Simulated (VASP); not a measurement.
# TiCd7Se8 (P3m1) in VASP: single point with PBEsol+U

Aim: the single point of TiCd7Se8 with PBEsol+U.

All numbers are computed with VASP 6.6.1; they aren't measurements. Logs are shortened: lines on timing, memory, paths and dates and some standing lists are left out, and cuts for length are marked.

## (1) The cell of the first run

It takes space group P3m1 (No. 156, trigonal). Conventional cell: a = 8.597 Å, b = 8.597 Å, c = 7.015 Å, α = 90.00°, β = 90.00°, γ = 120.00°. Ti (site symmetry 3m) has 4 Se at 2.62 to 2.63 Å within 3.5 Å. Within 3.5 Å of Cd (site symmetry m) lie 4 Se at 2.63 to 2.64 Å. Cd (site symmetry m) has 4 Se at 2.63 to 2.64 Å within 3.5 Å. Cd (site symmetry 3m) has 4 Se at 2.63 to 2.64 Å within 3.5 Å. Within 3.5 Å of Se (site symmetry 3m) lie 1 Ti at 2.63 Å and 3 Cd at 2.64 Å. Within 3.5 Å of Se (site symmetry m) lie 4 Cd at 2.63 to 2.64 Å. Se (site symmetry m) has 1 Ti at 2.62 Å and 3 Cd at 2.63 to 2.64 Å within 3.5 Å. Within 3.5 Å of Se (site symmetry 3m) lie 4 Cd at 2.64 Å.

## (2) Single point, PBEsol+U, collinear spin, zero start

The input, INCAR:

```
PREC     = Accurate       # precision mode
ENCUT    = 520            # plane-wave cutoff, eV
EDIFF    = 1E-6           # SCF threshold, eV
ISMEAR   = 0              # smearing method
SIGMA    = 0.05           # smearing width, eV
LREAL    = Auto         
LASPH    = T              # aspherical terms in the spheres
NELM     = 150            # most SCF steps
ALGO     = Normal         # electronic algorithm
ISIF     = 2              # what is computed and relaxed
LWAVE    = F              # write WAVECAR
LCHARG   = T              # write CHGCAR
ISPIN    = 2              # spin polarisation
MAGMOM   = 0 0 0 0 0 0 0 0 0 0 0 0 0 0 0 0 # initial moments
LORBIT   = 11             # projections on sites
LMAXMIX  = 4              # l up to which the mixer works
LDAU     = T              # DFT+U
LDAUTYPE = 2            
LDAUL    = 2 -1 -1        # shell
LDAUU    = 5 0 0          # U, eV
LDAUJ    = 0 0 0        
LDAUPRINT= 1            
GGA      = PS             # functional
LVHAR    = T            
NBANDS   = 90             # bands
KPAR     = 4
```

The input, KPOINTS:

```
regular mesh
0
Gamma
  3 3 3
```

The input, POSCAR:

```
TiCd7Se8
1.0
    8.5970000000      0.0000000000      0.0000000000
   -4.2985000000      7.4452204000      0.0000000000
    0.0000000000      0.0000000000      7.0152000000
Ti Cd Se
1 7 8
Direct
    0.3333333333      0.1666666667      0.9985618841
    0.3323354512      0.6661677256      0.9989771782
    0.8338322744      0.1676645488      0.9989771782
    0.8338322744      0.6661677256      0.9989771782
    0.1665833667      0.3334166333      0.5004695343
    0.1665833667      0.8331667335      0.5004695343
    0.6668332665      0.3334166333      0.5004695343
    0.6666666667      0.8333333333      0.4997830601
    0.3333333333      0.1666666667      0.3741132459
    0.3332871641      0.6666435821      0.3750922976
    0.8333564179      0.1667128359      0.3750922976
    0.8333564179      0.6666435821      0.3750922976
    0.1673917274      0.3326082726      0.8761325807
    0.1673917274      0.8347834548      0.8761325807
    0.6652165452      0.3326082726      0.8761325807
    0.6666666667      0.8333333333      0.8755270373
```

Potentials or basis: VASP PAW PBE potentials, release 64 (Ti_sv, Cd, Se).

On the command line:

```sh
$ cat potpaw_PBE.64/Ti_sv/POTCAR potpaw_PBE.64/Cd/POTCAR potpaw_PBE.64/Se/POTCAR > POTCAR
$ mpirun -np 4 vasp_std > vasp.out
```

OUTCAR:

```text
PREC = Accurate
   ENCUT = 520
   EDIFF = 1E-6
   ISMEAR = 0
   LREAL = Auto
   LASPH = T
   NELM = 150
   ISIF = 2
   ISPIN = 2
   LORBIT = 11
   GGA = PS

 ion  position               nearest neighbor table
   1  0.333  0.167  0.999-  13 2.62  15 2.62  14 2.62   9 2.63
   2  0.332  0.666  0.999-  14 2.63  13 2.63  16 2.64  10 2.64
   3  0.834  0.168  0.999-  13 2.63  15 2.63  16 2.64  11 2.64
   4  0.834  0.666  0.999-  14 2.63  15 2.63  16 2.64  12 2.64
   5  0.167  0.333  0.500-  11 2.63  10 2.63  13 2.64   9 2.64
   6  0.167  0.833  0.500-  10 2.63  12 2.63  14 2.64   9 2.64
[... 8 lines left out ...]
  15  0.665  0.333  0.876-   1 2.62   3 2.63   4 2.63   7 2.64
  16  0.667  0.833  0.876-   4 2.64   2 2.64   3 2.64   8 2.64

  LATTYP: Found a hexagonal cell.
 ALAT       =     8.5970000000
 C/A-ratio  =     0.8160055833

  Lattice vectors:

 A1 = (   8.5970000000,   0.0000000000,   0.0000000000)
 A2 = (  -4.2985000000,   7.4452204000,   0.0000000000)
 A3 = (   0.0000000000,   0.0000000000,   7.0152000000)

Analysis of symmetry for initial positions (statically):
=====================================================================
 Subroutine PRICEL returns:
 Original cell was already a primitive cell.

 Routine SETGRP: Setting up the symmetry group for a
 hexagonal supercell.

 Subroutine GETGRP returns: Found  6 space group operations
 (whereof  2 operations were pure point group operations)
 out of a pool of 24 trial point group operations.

The static configuration has the point symmetry C_1h.
 The point group associated with its full space group is C_3v.

Analysis of symmetry for dynamics (positions and initial velocities):
=====================================================================
 Subroutine PRICEL returns:
 Original cell was already a primitive cell.

 Routine SETGRP: Setting up the symmetry group for a
 hexagonal supercell.

 Subroutine GETGRP returns: Found  6 space group operations
 (whereof  2 operations were pure point group operations)
 out of a pool of 24 trial point group operations.

The dynamic configuration has the point symmetry C_1h.
 The point group associated with its full space group is C_3v.

Analysis of structural, dynamic, and magnetic symmetry:
=====================================================================
 Subroutine PRICEL returns:
 Original cell was already a primitive cell.

 Routine SETGRP: Setting up the symmetry group for a
 hexagonal supercell.

 Subroutine GETGRP returns: Found  6 space group operations
 (whereof  2 operations were pure point group operations)
 out of a pool of 24 trial point group operations.

The overall configuration has the point symmetry C_1h.
 The point group associated with its full space group is C_3v.

 Subroutine INISYM returns: Found  6 space group operations
 (whereof  2 operations are pure point group operations),
 and found     1 'primitive' translations

----------------------------------------------------------------------------------------

                                     Primitive cell

  volume of cell :     449.0188

  direct lattice vectors                    reciprocal lattice vectors
     8.597000000  0.000000000  0.000000000     0.116319646  0.067157179  0.000000000
    -4.298500000  7.445220400  0.000000000     0.000000000  0.134314358  0.000000000
     0.000000000  0.000000000  7.015200000     0.000000000  0.000000000  0.142547611

  length of vectors
     8.597000000  8.597000003  7.015200000     0.134314358  0.134314358  0.142547611

[... 117 lines left out ...]
   U (eV)           for each species LDAUU =   5.0  0.0  0.0
   J (eV)           for each species LDAUJ =   0.0  0.0  0.0
   GGA     = PS    functional components
   LHFCALC =     F    Hartree Fock is set to
   AEXX    =    0.0000 exact exchange contribution
   IVDW    =     0    specifies the selected vdW correction
   LEPSILON=     F    determine dielectric tensor
   LRPA    =     F    only Hartree local field effects (RPA)
 spin polarized calculation
 Gauss-broadening in eV      SIGMA  =   0.05
  energy-cutoff  :      520.00
  volume of cell :      449.02
 maximum number of plane-waves:     12111
 NGX is ok and might be reduce to    64
   NGX = 31   NGY = 31   NGZ = 27

 number of electron     143.9999994 magnetization      -0.0052595

atom =   1  type =  1  l = 2

 onsite density matrix

spin component  1

  0.1613  0.0000 -0.0000  0.1216  0.0000
  0.0000  0.2502  0.0000  0.0000  0.1216
 -0.0000  0.0000  0.0716 -0.0000  0.0000
  0.1216  0.0000 -0.0000  0.2502  0.0000
  0.0000  0.1216  0.0000  0.0000  0.1613

spin component  2

  0.1588  0.0000 -0.0000  0.1216  0.0000
  0.0000  0.2516  0.0000  0.0000  0.1216
 -0.0000  0.0000  0.0717 -0.0000  0.0000
  0.1216  0.0000 -0.0000  0.2516  0.0000
  0.0000  0.1216  0.0000  0.0000  0.1588

 occupancies and eigenvectors

  o =  0.0716  v =  0.0000 -0.0000 -1.0000 -0.0000  0.0000  0.0000  0.0000  0.0000  0.0000  0.0000      0.0000  0.0000  0.0000  0.0000  0.0000  0.0000  0.0000  0.0000  0.0000  0.0000
  o =  0.0717  v =  0.0000  0.0000  0.0000  0.0000  0.0000  0.0000 -0.0000 -1.0000 -0.0000  0.0000      0.0000  0.0000  0.0000  0.0000  0.0000  0.0000  0.0000  0.0000  0.0000  0.0000
  o =  0.0751  v =  0.0000  0.0000  0.0000  0.0000  0.0000 -0.8236 -0.0000  0.0000  0.5672  0.0000      0.0000  0.0000  0.0000  0.0000  0.0000  0.0000  0.0000  0.0000  0.0000  0.0000
  o =  0.0751  v =  0.0000  0.0000  0.0000  0.0000  0.0000 -0.0000  0.5672 -0.0000  0.0000 -0.8236      0.0000  0.0000  0.0000  0.0000  0.0000  0.0000  0.0000  0.0000  0.0000  0.0000
  o =  0.0763  v = -0.8196 -0.0000  0.0000  0.5730  0.0000  0.0000  0.0000  0.0000  0.0000  0.0000      0.0000  0.0000  0.0000  0.0000  0.0000  0.0000  0.0000  0.0000  0.0000  0.0000
  o =  0.0763  v = -0.0000  0.5730 -0.0000  0.0000 -0.8196  0.0000  0.0000  0.0000  0.0000  0.0000      0.0000  0.0000  0.0000  0.0000  0.0000  0.0000  0.0000  0.0000  0.0000  0.0000
  o =  0.3353  v = -0.5730  0.0000  0.0000 -0.8196  0.0000  0.0000  0.0000  0.0000  0.0000  0.0000      0.0000  0.0000  0.0000  0.0000  0.0000  0.0000  0.0000  0.0000  0.0000  0.0000
  o =  0.3353  v = -0.0000 -0.8196 -0.0000 -0.0000 -0.5730  0.0000  0.0000  0.0000  0.0000  0.0000      0.0000  0.0000  0.0000  0.0000  0.0000  0.0000  0.0000  0.0000  0.0000  0.0000
  o =  0.3354  v =  0.0000  0.0000  0.0000  0.0000  0.0000 -0.5672  0.0000  0.0000 -0.8236  0.0000      0.0000  0.0000  0.0000  0.0000  0.0000  0.0000  0.0000  0.0000  0.0000  0.0000
  o =  0.3354  v =  0.0000  0.0000  0.0000  0.0000  0.0000 -0.0000 -0.8236 -0.0000 -0.0000 -0.5672      0.0000  0.0000  0.0000  0.0000  0.0000  0.0000  0.0000  0.0000  0.0000  0.0000

 number of electron     143.9999994 magnetization       0.0070016

 Free energy of the ion-electron system (eV)
  ---------------------------------------------------
  ext. energy  EPLUGINS =         0.00000000
  ---------------------------------------------------
  free energy    TOTEN  =       -52.11606698 eV

  energy without entropy =      -52.10406579  energy(sigma->0) =      -52.11006639

 E-fermi :   2.8408     XC(G=0):  -9.0821

 val. band max:        2.8237415682   @ k =   0.3333   0.3333   0.3333
 cond. band min:       2.8966144790   @ k =   0.3333   0.0000   0.3333
 fundamental gap:      0.0728729108
 Fermi energy:         2.8408414594

 spin component 1

 k-point     1 :       0.0000    0.0000    0.0000
  band No.  band energies     occupation
      1     -55.8476      1.00000
      2     -32.1913      1.00000
      3     -32.1913      1.00000
      4     -32.1791      1.00000
      5     -11.5576      1.00000
      6     -11.1771      1.00000
[... 598 lines left out ...]
     83       5.2065      0.00000
     84       5.7968      0.00000
 Fermi energy:         2.8408414594

 spin component 2

 k-point     1 :       0.0000    0.0000    0.0000
  band No.  band energies     occupation
      1     -55.8460      1.00000
      2     -32.1867      1.00000
      3     -32.1867      1.00000
      4     -32.1830      1.00000
      5     -11.5576      1.00000
      6     -11.1772      1.00000
[... 598 lines left out ...]
     83       5.2062      0.00000
     84       5.7972      0.00000
 [bands above 84 left out]

------------------------ aborting loop because EDIFF is reached ----------------------------------------

  FORCE on cell =-STRESS in cart. coord.  units (eV):
  Direction    XX          YY          ZZ          XY          YZ          ZX
  --------------------------------------------------------------------------------------
  -------------------------------------------------------------------------------------
  Total        0.4644188      0.4644188      0.9078317     -0.0000000     -0.0000000      0.0000000
  in kB        1.6571271      1.6571271      3.2393016     -0.0000000     -0.0000000      0.0000000
  external PRESSURE =       2.1845186 kB  Pullay stress =       0.0000000 kB

 VOLUME and BASIS-vectors are now :
 -----------------------------------------------------------------------------
  energy-cutoff  :      520.00
  volume of cell :      449.02
      direct lattice vectors                 reciprocal lattice vectors
     8.597000000  0.000000000  0.000000000     0.116319646  0.067157179  0.000000000
    -4.298500000  7.445220400  0.000000000     0.000000000  0.134314358  0.000000000
     0.000000000  0.000000000  7.015200000     0.000000000  0.000000000  0.142547611

 POSITION                                       TOTAL-FORCE (eV/Angst)
 -----------------------------------------------------------------------------------
      2.14925      1.24087      7.00511         0.000000      0.000000     -0.092158
     -0.00643      4.95977      7.00802         0.087760      0.050668      0.063039
      6.44775      1.24830      7.00802         0.000000     -0.101337      0.063039
      4.30493      4.95977      7.00802        -0.087760      0.050668      0.063039
     -0.00107      2.48236      3.51089        -0.075823      0.043777     -0.059948
     -2.14925      6.20311      3.51089         0.000000     -0.087553     -0.059948
[... 8 lines left out ...]
      4.28915      2.47634      6.14625        -0.489498     -0.282612      0.165457
      2.14925      6.20435      6.14200         0.000000      0.000000     -0.047815
 -----------------------------------------------------------------------------------
    total drift:                               -0.000002      0.000001     -0.075851

  FREE ENERGIE OF THE ION-ELECTRON SYSTEM (eV)
  ---------------------------------------------------
  free  energy   TOTEN  =       -52.1160669792 eV

  energy  without entropy=      -52.1040657923  energy(sigma->0) =      -52.11006639

 total charge

# of ion       s       p       d       tot
------------------------------------------
    1        2.167   6.068   1.771  10.006
    2        0.460   0.315   9.547  10.322
    3        0.460   0.315   9.547  10.322
    4        0.460   0.315   9.547  10.322
    5        0.456   0.313   9.549  10.318
    6        0.456   0.313   9.549  10.318
[... 8 lines left out ...]
   15        1.444   2.397   0.027   3.868
   16        1.448   2.375   0.023   3.846
--------------------------------------------------
tot         16.934  27.359  68.805 113.098

 magnetization (x)

# of ion       s       p       d       tot
------------------------------------------
    1        0.000   0.000   0.001   0.001
    2        0.000   0.000  -0.000   0.000
    3        0.000   0.000  -0.000   0.000
    4        0.000   0.000  -0.000   0.000
    5       -0.000  -0.000  -0.000  -0.000
    6       -0.000  -0.000  -0.000  -0.000
[... 8 lines left out ...]
   15       -0.000  -0.000   0.000  -0.000
   16        0.000  -0.000   0.000   0.000
--------------------------------------------------
tot          0.000  -0.000   0.001   0.001
```

It took 14 min on 4 MPI ranks of Intel Xeon Platinum 8375C at 2.90GHz (Ice Lake), shared host; peak memory 0.96 GiB.

What came out:

```yaml
Free_energy: -52.1161 eV
Pressure: 0.2 GPa
Largest_force: 0.589 eV/Å
Band_gap_on_the_k_mesh: zero (filled and empty bands overlap)
Net_moment: 0.01 μB per cell
Valence_electrons_inside_the_program's_atomic_spheres: Ti 10.01; Cd 10.32; Se 3.87, 3.85 (each value once)
```

Forces on the atoms (eV/Å):
```
Ti   0.000  0.000 -0.092
Cd   0.088  0.051  0.063
Cd   0.000 -0.101  0.063
Cd  -0.088  0.051  0.063
Cd  -0.076  0.044 -0.060
Cd   0.000 -0.088 -0.060
Cd   0.076  0.044 -0.060
Cd   0.000  0.000  0.024
Se   0.000  0.000 -0.481
Se  -0.001 -0.001  0.031
Se   0.000  0.002  0.031
Se   0.001 -0.001  0.031
Se   0.489 -0.283  0.165
Se   0.000  0.565  0.165
Se  -0.489 -0.283  0.165
Se   0.000  0.000 -0.048
```

Stress tensor (GPa, compression positive):
```
0.17 0.00 0.00
0.00 0.17 0.00
0.00 0.00 0.32
```

Eigenvalues of the final occupation matrices:
```tsv
site	spin	trace	eigenvalues
site 1 d	1	0.89	0.07 0.08 0.08 0.34 0.34
site 1 d	2	0.89	0.07 0.08 0.08 0.34 0.34
```

Caveat: the PAW data sets were made with another functional, which shifts forces and pressure a little.

The gap in the log of VASP goes by the Fermi energy; the results here count the filled bands.